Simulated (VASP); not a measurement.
# Ti (Pm-3m) in VASP: a series of runs, part 2 of 2

VASP 6.6.1. Earlier steps stand in the parts before.

## (5) Relaxation of cell and atoms, RPBE

This run uses another cell than the first one, of 19.07 Å³/atom, 0.920 times its volume.

Input file INCAR:

```
SYSTEM = Ti
  PREC = Accurate
  ENCUT = 600
  EDIFF = 1E-6
  ISMEAR = -1
  SIGMA = 0.1
  LREAL = .FALSE.
  LASPH = .TRUE.
  NELM = 60
  ALGO = Normal
  ISIF = 3
  LWAVE = .FALSE.
  LCHARG = .FALSE.
  GGA = RP
  IBRION = 2
  NSW = 80
  EDIFFG = -0.01
```

Input file KPOINTS:

```
Automatic mesh
0
G
  12 12 12
  0 0 0
```

Input file POSCAR:

```
Ti
1.0
    2.6717143674      0.0000000000      0.0000000000
    0.0000000000      2.6717143674      0.0000000000
    0.0000000000      0.0000000000      2.6717143674
Ti
1
Direct
    0.0000000000      0.0000000000      0.0000000000
```

Potentials or basis: VASP PAW PBE potentials, release 64 (Ti_sv).

Command:

```console
$ cat potpaw_PBE.64/Ti_sv/POTCAR > POTCAR
$ mpirun -np 1 vasp_std > vasp.out
```

OUTCAR:

```text
SYSTEM = Ti
   PREC = Accurate
   ENCUT = 600
   EDIFF = 1E-6
   ISMEAR = -1
   LREAL = .FALSE.
   LASPH = .TRUE.
   NELM = 60
   ISIF = 3
   GGA = RP
   IBRION = 2
   NSW = 80
   EDIFFG = -0.01

 ion  position               nearest neighbor table
   1  0.000  0.000  0.000-

  LATTYP: Found a simple cubic cell.
 ALAT       =     2.6717143674

  Lattice vectors:

 A1 = (   2.6717143674,   0.0000000000,   0.0000000000)
 A2 = (   0.0000000000,   2.6717143674,   0.0000000000)
 A3 = (   0.0000000000,   0.0000000000,   2.6717143674)

Analysis of symmetry for initial positions (statically):
=====================================================================
 Subroutine PRICEL returns:
 Original cell was already a primitive cell.

 Routine SETGRP: Setting up the symmetry group for a
 simple cubic supercell.

 Subroutine GETGRP returns: Found 48 space group operations
[... 9 lines left out ...]

 Routine SETGRP: Setting up the symmetry group for a
 simple cubic supercell.

 Subroutine GETGRP returns: Found 48 space group operations
[... 11 lines left out ...]
                                     Primitive cell

  volume of cell :      19.0709

  direct lattice vectors                    reciprocal lattice vectors
     2.671714367  0.000000000  0.000000000     0.374291508  0.000000000  0.000000000
     0.000000000  2.671714367  0.000000000     0.000000000  0.374291508  0.000000000
     0.000000000  0.000000000  2.671714367     0.000000000  0.000000000  0.374291508

  length of vectors
     2.671714367  2.671714367  2.671714367     0.374291508  0.374291508  0.374291508

  position of ions in fractional coordinates (direct lattice)
     0.000000000  0.000000000  0.000000000

  ion indices of the primitive-cell ions
   primitive index   ion index
                 1           1

----------------------------------------------------------------------------------------

 KPOINTS: Automatic mesh

Automatic generation of k-mesh.
 Grid dimensions read from file:
 generate k-points for:   12   12   12

 Generating k-lattice:

  Cartesian coordinates                     Fractional coordinates (reciprocal lattice)
     0.031190959  0.000000000  0.000000000     0.083333333  0.000000000  0.000000000
     0.000000000  0.031190959  0.000000000     0.000000000  0.083333333  0.000000000
     0.000000000  0.000000000  0.031190959     0.000000000  0.000000000  0.083333333

  Length of vectors
     0.031190959  0.031190959  0.031190959

  Shift w.r.t. Gamma in fractional coordinates (k-lattice)
     0.000000000  0.000000000  0.000000000

 Subroutine IBZKPT returns following result:
 ===========================================

 Found     84 irreducible k-points:
[... 73 lines left out ...]
   AEXX    =    0.0000 exact exchange contribution
   IVDW    =     0    specifies the selected vdW correction
   LEPSILON=     F    determine dielectric tensor
   LRPA    =     F    only Hartree local field effects (RPA)
 conjugate gradient relaxation of ions
 non-spin polarized calculation
  energy-cutoff  :      600.00
  volume of cell :       19.07
 maximum number of plane-waves:       655
 NGX is ok and might be reduce to    24
   NGX = 11   NGY = 11   NGZ = 11

--------------------------------------- Ionic step        1  -------------------------------------------

 number of electron      11.9999996 magnetization

 Free energy of the ion-electron system (eV)
  ---------------------------------------------------
  ext. energy  EPLUGINS =         0.00000000
  ---------------------------------------------------
  free energy    TOTEN  =        -6.62730446 eV

  energy without entropy =       -6.54981413  energy(sigma->0) =       -6.58855929

------------------------ aborting loop because EDIFF is reached ----------------------------------------

  FORCE on cell =-STRESS in cart. coord.  units (eV):
  Direction    XX          YY          ZZ          XY          YZ          ZX
  --------------------------------------------------------------------------------------
  -------------------------------------------------------------------------------------
  Total        0.0415353      0.0415353      0.0415353     -0.0000000     -0.0000000      0.0000000
  in kB        3.4894556      3.4894556      3.4894556     -0.0000000     -0.0000000      0.0000000
  external PRESSURE =       3.4894556 kB  Pullay stress =       0.0000000 kB

 VOLUME and BASIS-vectors are now :
 -----------------------------------------------------------------------------
  energy-cutoff  :      600.00
  volume of cell :       19.07
      direct lattice vectors                 reciprocal lattice vectors
     2.671714367  0.000000000  0.000000000     0.374291508  0.000000000  0.000000000
     0.000000000  2.671714367  0.000000000     0.000000000  0.374291508  0.000000000
     0.000000000  0.000000000  2.671714367     0.000000000  0.000000000  0.374291508

 POSITION                                       TOTAL-FORCE (eV/Angst)
 -----------------------------------------------------------------------------------
      0.00000      0.00000      0.00000         0.000000      0.000000      0.000000
 -----------------------------------------------------------------------------------
    total drift:                                0.000000      0.000000     -0.000000

  FREE ENERGIE OF THE ION-ELECTRON SYSTEM (eV)
  ---------------------------------------------------
  free  energy   TOTEN  =        -6.6273044552 eV

  energy  without entropy=       -6.5498141258  energy(sigma->0) =       -6.58855929

--------------------------------------- Ionic step        2  -------------------------------------------

 number of electron      11.9999997 magnetization

 Free energy of the ion-electron system (eV)
  ---------------------------------------------------
  ext. energy  EPLUGINS =         0.00000000
  ---------------------------------------------------
  free energy    TOTEN  =        -6.62738852 eV

  energy without entropy =       -6.54968604  energy(sigma->0) =       -6.58853728

 E-fermi :   7.2584     XC(G=0): -10.8266

 val. band max:        7.2567710759   @ k =   0.5000   0.1667   0.0000
 cond. band min:       7.2625079619   @ k =   0.5000   0.2500   0.1667
 fundamental gap:      0.0057368860
 Fermi energy:         7.2584250544

 k-point     1 :       0.0000    0.0000    0.0000
  band No.  band energies     occupation
      1     -49.5201      2.00000
      2     -25.2976      2.00000
      3     -25.2976      2.00000
      4     -25.2975      2.00000
      5       1.6087      2.00000
      6       6.0397      1.99999
      7       6.0397      1.99999
      8      10.9752      0.00000
      9      10.9752      0.00000
     10      10.9752      0.00000
[... 287 lines left out ...]
 k-point    24 :       0.4167    0.3333    0.0000
  band No.  band energies     occupation
      1     -49.3468      2.00000
      2     -25.9226      2.00000
      3     -25.7752      2.00000
      4     -25.1881      2.00000
      5       5.1741      2.00000
      6       6.7608      1.98629
      7       9.3214      0.00000
      8       9.6151      0.00000
      9       9.9475      0.00000
     10      10.6124      0.00000

 [... further k-points ...]

------------------------ aborting loop because EDIFF is reached ----------------------------------------

  FORCE on cell =-STRESS in cart. coord.  units (eV):
  Direction    XX          YY          ZZ          XY          YZ          ZX
  --------------------------------------------------------------------------------------
  -------------------------------------------------------------------------------------
  Total       -0.0043736     -0.0043736     -0.0043736      0.0000000      0.0000000     -0.0000000
  in kB       -0.3652366     -0.3652366     -0.3652366      0.0000000      0.0000000     -0.0000000
  external PRESSURE =      -0.3652366 kB  Pullay stress =       0.0000000 kB

 VOLUME and BASIS-vectors are now :
 -----------------------------------------------------------------------------
  energy-cutoff  :      600.00
  volume of cell :       19.19
      direct lattice vectors                 reciprocal lattice vectors
     2.677067875  0.000000000  0.000000000     0.373543013  0.000000000  0.000000000
    -0.000000000  2.677067875  0.000000000    -0.000000000  0.373543013  0.000000000
     0.000000000 -0.000000000  2.677067875    -0.000000000 -0.000000000  0.373543013

 POSITION                                       TOTAL-FORCE (eV/Angst)
 -----------------------------------------------------------------------------------
      0.00000      0.00000      0.00000         0.000000      0.000000      0.000000
 -----------------------------------------------------------------------------------
    total drift:                               -0.000000     -0.000000     -0.000000

  FREE ENERGIE OF THE ION-ELECTRON SYSTEM (eV)
  ---------------------------------------------------
  free  energy   TOTEN  =        -6.6273885154 eV

  energy  without entropy=       -6.5496860373  energy(sigma->0) =       -6.58853728

 reached required accuracy - stopping structural energy minimisation
```

OSZICAR:

```text
N       E                     dE             d eps       ncg     rms          rms(c)
DAV:   1     0.872294112554E+02    0.87229E+02   -0.73844E+03  1680   0.155E+03
DAV:   2    -0.232937264912E+01   -0.89559E+02   -0.87786E+02  1720   0.332E+02
DAV:   3    -0.715085211448E+01   -0.48215E+01   -0.46696E+01  2432   0.792E+01
[... 14 lines left out ...]
DAV:   3    -0.662710984292E+01    0.21701E-03   -0.22438E-03  2308   0.361E-01    0.440E-02
DAV:   4    -0.662724447493E+01   -0.13463E-03   -0.35083E-04  2324   0.102E-01    0.350E-02
DAV:   5    -0.662737983222E+01   -0.13536E-03   -0.29532E-04  2398   0.100E-01    0.247E-02
DAV:   6    -0.662738793975E+01   -0.81075E-05   -0.18733E-05  1866   0.517E-02    0.203E-03
DAV:   7    -0.662738851545E+01   -0.57570E-06   -0.36569E-06  2078   0.154E-02
   2 F= -.66273885E+01 E0= -.65885373E+01  d E =-.840603E-04
```

Wall time 39 s (1 thread of AMD EPYC 7R43 (Zen 3), shared host); peak memory 0.12 GiB.

Results:

| Property | Result |
| --- | --- |
| Free energy | -6.6274 eV |
| Relaxed volume | 19.19 Å³/atom |
| Relaxed cell | a = 2.677 Å, b = 2.677 Å, c = 2.677 Å, α = 90.00°, β = 90.00°, γ = 90.00° |
| Space group after relaxing (to 0.05 Å) | Pm-3m (No. 221) |
| Energy gained by relaxing | 0.1 meV/atom |
| Ionic steps | 2 |
| Pressure after relaxing | 0.0 GPa |
| Band gap on the k mesh | zero (band 6 reaches 8.07 eV, above the bottom of band 7 at 6.04 eV) |

Final structure:
```yaml
crystal:
  lattice:
    - [2.67707, 0.00000, 0.00000]
    - [0.00000, 2.67707, 0.00000]
    - [0.00000, 0.00000, 2.67707]
  atoms:
    - { symbol: Ti, position: [0.00000, 0.00000, 0.00000] }
```

Levels at points of the mesh, in eV from the Fermi level:
```
           k point  band 4  band 5  band 6  band 7  band 8  band 9
(0.00, 0.00, 0.00)  -32.56   -5.65   -1.22   -1.22    3.72    3.72
(0.50, 0.00, 0.00)  -32.49   -1.87   -0.54   -0.32    1.98    1.98
(0.50, 0.50, 0.00)  -32.43   -2.50   -0.14    2.37    2.37    4.72
(0.50, 0.50, 0.50)  -33.10   -1.06   -1.06   -1.06    4.82    4.82
```

Caveat: the PAW data sets were made with another functional, which shifts forces and pressure a little.

## (6) Summary

```csv
task,cell,k mesh,cutoff (eV),gap on the mesh (eV),pressure (GPa)
single point,"a = 2.747 Å, 1 atom",13 × 13 × 13,520,none,-5.1
single point,"a = 2.781 Å, 1 atom",13 × 13 × 13,520,none,-6.9
single point,"a = 2.678 Å, 1 atom",19 × 19 × 19,520,none,-0.3
relaxation of cell and atoms,"relaxed from a = 2.672 Å, 1 atom",12 × 12 × 12,600,none,0.0
```

Alike in all rows: level RPBE; potentials or basis VASP PAW PBE potentials, release 64 (Ti_sv); no spin polarisation; smearing fermi-dirac 0.1 eV.

Caveats: the PAW data sets were made with another functional, which shifts forces and pressure a little.

Total energies depend on the potentials used, so only differences within one code and one set of settings carry meaning.
